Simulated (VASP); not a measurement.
# Cu (P2/m) in VASP: single point with PBE

Aim: the single point of Cu with PBE.

Program: VASP 6.6.1. These are calculated values, not measurements. Logs are shortened: lines on timing, memory, paths and dates and some standing lists are left out, and cuts for length are marked.

### Step 1. The cell of the first run

Symmetry: P2/m, No. 10, monoclinic system. Conventional cell: a = 11.570 Å, b = 2.238 Å, c = 22.224 Å, α = 90.00°, β = 101.93°, γ = 90.00°. Cu (site symmetry 2/m) has 2 Cu at 2.24 Å within 3.0 Å.

### Step 2. Single point, PBE

The input, INCAR:

```
PREC     = Accurate       # precision mode
ENCUT    = 820            # plane-wave cutoff, eV
EDIFF    = 1E-6           # SCF threshold, eV
ISMEAR   = 1              # smearing method
SIGMA    = 0.05           # smearing width, eV
LREAL    = F              # projectors in reciprocal space
LASPH    = T              # aspherical terms in the spheres
NELM     = 120            # most SCF steps
ALGO     = Normal         # electronic algorithm
ISIF     = 2              # what is computed and relaxed
LWAVE    = F              # write WAVECAR
LCHARG   = F              # write CHGCAR
GGA      = PE             # functional
NBANDS   = 16             # bands
GGA_COMPAT= F
```

The input, KPOINTS:

```
regular mesh
0
Gamma
  2 10 1
```

The input, POSCAR:

```
Cu
1.0
   11.5702539500      0.0000000000      0.0000000000
    0.0000000000      2.2382121000      0.0000000000
   -4.5956239400      0.0000000000     21.7433883500
Cu
1
Direct
    0.5000000000      0.5000000000      0.5000000000
```

Potentials or basis: VASP PAW PBE potentials, release 64 (Cu_sv_GW).

On the command line:

```
$ cat potpaw_PBE.64/Cu_sv_GW/POTCAR > POTCAR
$ mpirun -np 1 vasp_std > vasp.out
```

OUTCAR:

```text
PREC = Accurate
   ENCUT = 820
   EDIFF = 1E-6
   ISMEAR = 1
   LREAL = F
   LASPH = T
   NELM = 120
   ISIF = 2
   GGA = PE

 ion  position               nearest neighbor table
   1  0.500  0.500  0.500-

  LATTYP: Found a simple monoclinic cell.
 ALAT       =    11.5702539500
 B/A-ratio  =     0.1934453738
 C/A-ratio  =     1.9207652505
 COS(beta)  =    -0.2067889375

  Lattice vectors:

 A1 = (  11.5702539500,   0.0000000000,   0.0000000000)
 A2 = (   0.0000000000,   2.2382121000,   0.0000000000)
 A3 = (  -4.5956239400,   0.0000000000,  21.7433883500)

Analysis of symmetry for initial positions (statically):
=====================================================================
 Subroutine PRICEL returns:
 Original cell was already a primitive cell.

 Routine SETGRP: Setting up the symmetry group for a
 simple monoclinic supercell.

 Subroutine GETGRP returns: Found  4 space group operations
 (whereof  4 operations were pure point group operations)
 out of a pool of  4 trial point group operations.

The static configuration has the point symmetry C_2h.

Analysis of symmetry for dynamics (positions and initial velocities):
=====================================================================
 Subroutine PRICEL returns:
 Original cell was already a primitive cell.

 Routine SETGRP: Setting up the symmetry group for a
 simple monoclinic supercell.

 Subroutine GETGRP returns: Found  4 space group operations
 (whereof  4 operations were pure point group operations)
 out of a pool of  4 trial point group operations.

The dynamic configuration has the point symmetry C_2h.

 Subroutine INISYM returns: Found  4 space group operations
 (whereof  4 operations are pure point group operations),
 and found     1 'primitive' translations

----------------------------------------------------------------------------------------

                                     Primitive cell

  volume of cell :     563.0816

  direct lattice vectors                    reciprocal lattice vectors
    11.570253950  0.000000000  0.000000000     0.086428526  0.000000000  0.018267300
     0.000000000  2.238212100  0.000000000     0.000000000  0.446785182  0.000000000
    -4.595623940  0.000000000 21.743388350     0.000000000  0.000000000  0.045990992

  length of vectors
    11.570253950  2.238212100 22.223741727     0.088337899  0.446785182  0.045990992

  position of ions in fractional coordinates (direct lattice)
     0.500000000  0.500000000  0.500000000

  ion indices of the primitive-cell ions
   primitive index   ion index
                 1           1

----------------------------------------------------------------------------------------

 KPOINTS: regular mesh

Automatic generation of k-mesh.
 Grid dimensions read from file:
 generate k-points for:    2   10    1

 Generating k-lattice:

  Cartesian coordinates                     Fractional coordinates (reciprocal lattice)
     0.043214263  0.000000000  0.009133650     0.500000000  0.000000000 -0.000000000
     0.000000000  0.044678518  0.000000000     0.000000000  0.100000000  0.000000000
     0.000000000  0.000000000  0.045990992     0.000000000  0.000000000  1.000000000

  Length of vectors
     0.044168950  0.044678518  0.045990992

  Shift w.r.t. Gamma in fractional coordinates (k-lattice)
     0.000000000  0.000000000  0.000000000

 Subroutine IBZKPT returns following result:
 ===========================================

 Found     12 irreducible k-points:

 Following reciprocal coordinates:
            Coordinates               Weight
  0.000000  0.000000  0.000000      1.000000
  0.500000  0.000000 -0.000000      1.000000
  0.000000  0.100000  0.000000      2.000000
  0.500000  0.100000 -0.000000      2.000000
  0.000000  0.200000  0.000000      2.000000
  0.500000  0.200000 -0.000000      2.000000
  0.000000  0.300000  0.000000      2.000000
  0.500000  0.300000 -0.000000      2.000000
  0.000000  0.400000  0.000000      2.000000
  0.500000  0.400000 -0.000000      2.000000
  0.000000  0.500000  0.000000      1.000000
  0.500000  0.500000 -0.000000      1.000000
   k-points           NKPTS =     12   k-points in BZ     NKDIM =     12   number of bands    NBANDS=     16
   number of dos      NEDOS =    301   number of ions     NIONS =      1
   total plane-waves  NPLWV = 544320
   dimension x,y,z NGX =   108 NGY =   24 NGZ =  210
   dimension x,y,z NGXF=   216 NGYF=   48 NGZF=  420
   ions per type =               1
   NGX,Y,Z   is equivalent  to a cutoff of  15.52, 17.83, 15.71 a.u.
   NGXF,Y,Z  is equivalent  to a cutoff of  31.04, 35.65, 31.42 a.u.
 SYSTEM =  unknown system
   PREC   = accura    normal or accurate (medium, high low for compatibility)
   ISTART =      0    job   : 0-new  1-cont  2-samecut
   ICHARG =      2    charge: 1-file 2-atom 10-const
   ISPIN  =      1    spin polarized calculation?
   LNONCOLLINEAR =      F non collinear calculations
   LSORBIT =      F    spin-orbit coupling
   LASPH  =      T    aspherical Exc in radial PAW
   ENCUT  =  820.0 eV  60.27 Ry    7.76 a.u.  27.02  5.23 51.89*2*pi/ulx,y,z
   NELM   =    120;   NELMIN=  2; NELMDL= -5     # of ELM steps
   EDIFF  = 0.1E-05   stopping-criterion for ELM
   LREAL  =      F    real-space projection
   EDIFFG = 0.1E-04   stopping-criterion for IOM
   NSW    =      0    number of steps for IOM
   IBRION =     -1    ionic relax: 0-MD 1-quasi-New 2-CG
   NFREE  =      0    steps in history (QN), initial steepest desc. (CG)
   ISIF   =      2    stress and relaxation
   ISYM   =      2    0-nonsym 1-usesym 2-fastsym
   POTIM  = 0.5000    time-step for ionic-motion
   TEBEG  =    0.0;   TEEND  =   0.0 temperature during run
   PSTRESS=    0.0 pullay stress
   NELECT =      19.0000    total number of electrons
   NUPDOWN=      -1.0000    fix difference up-down
   EMIN   =  10.00;   EMAX   =-10.00  energy-range for DOS
   EFERMI =   0.00;   METHOD = LEGACY
   ISMEAR =     1;   SIGMA  =   0.05  broadening in eV -4-tet -1-fermi 0-gaus
   EFERMI_NEDOS =   21; number of points for ismear=-14 and -15
   IALGO  =     38    algorithm
   IMIX   =      4    mixing-type and parameters
     AMIX     =   0.40;   BMIX     =  1.00
     AMIX_MAG =   1.60;   BMIX_MAG =  1.00
  volume/ion in A,a.u.               =     563.08      3799.86
  Fermi-wavevector in a.u.,A,eV,Ry     =   0.529016  0.999696  3.807700  0.279858
  Thomas-Fermi vector in A             =   1.550916
   LORBIT       =      0    0 simple, 1 ext, 2 COOP (PROOUT), +10 PAW based schemes
   GGA     = PE    functional components
   LHFCALC =     F    Hartree Fock is set to
   AEXX    =    0.0000 exact exchange contribution
   IVDW    =     0    specifies the selected vdW correction
   LEPSILON=     F    determine dielectric tensor
   LRPA    =     F    only Hartree local field effects (RPA)
 non-spin polarized calculation
 Methfessel and Paxton  Order N= 1 SIGMA  =   0.05
  energy-cutoff  :      820.00
  volume of cell :      563.08
 maximum number of plane-waves:     30120
   NGX = 55   NGY = 11   NGZ =103

 number of electron      19.0000000 magnetization

 Free energy of the ion-electron system (eV)
  ---------------------------------------------------
  ext. energy  EPLUGINS =         0.00000000
  ---------------------------------------------------
  free energy    TOTEN  =        -1.77634450 eV

  energy without entropy =       -1.77692429  energy(sigma->0) =       -1.77653777

 E-fermi :  -4.4949     XC(G=0):  -0.7778

 val. band max:       -4.7630184353   @ k =   0.5000   0.0000  -0.0000
 cond. band min:      -4.4527766839   @ k =   0.0000   0.3000   0.0000
 fundamental gap:      0.3102417513
 Fermi energy:        -4.4948521979

 k-point     1 :       0.0000    0.0000    0.0000
  band No.  band energies     occupation
      1    -115.4167      2.00000
      2     -72.8624      2.00000
      3     -72.7477      2.00000
      4     -72.7477      2.00000
      5      -8.3512      2.00000
      6      -6.0072      2.00000
[... 8 lines left out ...]
     15       0.5058      0.00000
     16       0.9245      0.00000

 k-point     2 :       0.5000    0.0000   -0.0000
  band No.  band energies     occupation
      1    -115.4167      2.00000
      2     -72.8623      2.00000
      3     -72.7477      2.00000
      4     -72.7477      2.00000
      5      -8.3512      2.00000
      6      -6.0071      2.00000
[... 8 lines left out ...]
     15       0.5522      0.00000
     16       0.6758      0.00000

 k-point     3 :       0.0000    0.1000    0.0000
  band No.  band energies     occupation
      1    -115.4140      2.00000
      2     -72.8862      2.00000
      3     -72.7454      2.00000
      4     -72.7454      2.00000
      5      -7.9816      2.00000
      6      -5.8630      2.00000
[... 8 lines left out ...]
     15       0.8139      0.00000
     16       1.2213      0.00000

 k-point     4 :       0.5000    0.1000   -0.0000
  band No.  band energies     occupation
      1    -115.4140      2.00000
      2     -72.8862      2.00000
      3     -72.7454      2.00000
      4     -72.7454      2.00000
      5      -7.9816      2.00000
      6      -5.8629      2.00000
[... 8 lines left out ...]
     15       0.8510      0.00000
     16       0.9845      0.00000
[... 96 lines left out ...]
 k-point    10 :       0.5000    0.4000   -0.0000
  band No.  band energies     occupation
      1    -115.3903      2.00000
      2     -73.0874      2.00000
      3     -72.7257      2.00000
      4     -72.7257      2.00000
      5      -6.5160      2.00000
      6      -6.5160      2.00000
[... 8 lines left out ...]
     15       5.3134      0.00000
     16       5.3770      0.00000

 k-point    11 :       0.0000    0.5000    0.0000
  band No.  band energies     occupation
      1    -115.3875      2.00000
      2     -73.1110      2.00000
      3     -72.7234      2.00000
      4     -72.7234      2.00000
      5      -6.6476      2.00000
      6      -6.6476      2.00000
[... 8 lines left out ...]
     15       6.7240      0.00000
     16       7.3153      0.00000

 k-point    12 :       0.5000    0.5000   -0.0000
  band No.  band energies     occupation
      1    -115.3875      2.00000
      2     -73.1110      2.00000
      3     -72.7235      2.00000
      4     -72.7234      2.00000
      5      -6.6476      2.00000
      6      -6.6476      2.00000
[... 8 lines left out ...]
     15       6.6848      0.00000
     16       7.5565      0.00000

------------------------ aborting loop because EDIFF is reached ----------------------------------------

  FORCE on cell =-STRESS in cart. coord.  units (eV):
  Direction    XX          YY          ZZ          XY          YZ          ZX
  --------------------------------------------------------------------------------------
  -------------------------------------------------------------------------------------
  Total       -0.1148343      0.8439732     -0.1150804      0.0000000      0.0000000     -0.0002194
  in kB       -0.3267464      2.4014187     -0.3274468      0.0000000      0.0000000     -0.0006244
  external PRESSURE =       0.5824085 kB  Pullay stress =       0.0000000 kB

 VOLUME and BASIS-vectors are now :
 -----------------------------------------------------------------------------
  energy-cutoff  :      820.00
  volume of cell :      563.08
      direct lattice vectors                 reciprocal lattice vectors
    11.570253950  0.000000000  0.000000000     0.086428526  0.000000000  0.018267300
     0.000000000  2.238212100  0.000000000     0.000000000  0.446785182  0.000000000
    -4.595623940  0.000000000 21.743388350     0.000000000  0.000000000  0.045990992

 POSITION                                       TOTAL-FORCE (eV/Angst)
 -----------------------------------------------------------------------------------
      3.48732      1.11911     10.87169         0.000000      0.000000      0.000000
 -----------------------------------------------------------------------------------
    total drift:                                0.000000      0.000000      0.000000

  FREE ENERGIE OF THE ION-ELECTRON SYSTEM (eV)
  ---------------------------------------------------
  free  energy   TOTEN  =        -1.7763445016 eV

  energy  without entropy=       -1.7769242924  energy(sigma->0) =       -1.77653777
```

It took 8.3 min on 1 thread of Intel Xeon Platinum 8259CL at 2.50GHz (Skylake/Cascade Lake), shared host; peak memory 1.1 GiB.

What came out:

- Free energy: -1.7763 eV
- Pressure: 0.1 GPa
- Band gap on the k mesh: zero (an odd number of electrons rules out a gap without spin polarisation)

Stress tensor (GPa, compression positive):
```
-0.03  0.00  0.00
 0.00  0.24  0.00
 0.00  0.00 -0.03
```

Levels at points of the mesh, in eV from the Fermi level:
| k point | band 5 | band 6 | band 7 | band 8 | band 9 | band 10 | band 11 | band 12 | band 13 | band 14 |
| --- | --- | --- | --- | --- | --- | --- | --- | --- | --- | --- |
| (0.00, 0.00, 0.00) | -3.86 | -1.51 | -1.22 | -1.22 | -0.27 | -0.27 | 2.42 | 2.42 | 4.49 | 4.91 |
| (0.50, 0.00, 0.00) | -3.86 | -1.51 | -1.22 | -1.22 | -0.27 | -0.27 | 2.41 | 2.42 | 4.80 | 4.97 |
| (0.00, 0.50, 0.00) | -2.15 | -2.15 | -0.78 | -0.78 | -0.35 | 3.89 | 7.01 | 9.70 | 9.71 | 11.17 |
| (0.50, 0.50, 0.00) | -2.15 | -2.15 | -0.78 | -0.78 | -0.35 | 3.89 | 7.01 | 9.70 | 9.71 | 11.13 |

The gap in the log of VASP goes by the Fermi energy; the results here count the filled bands.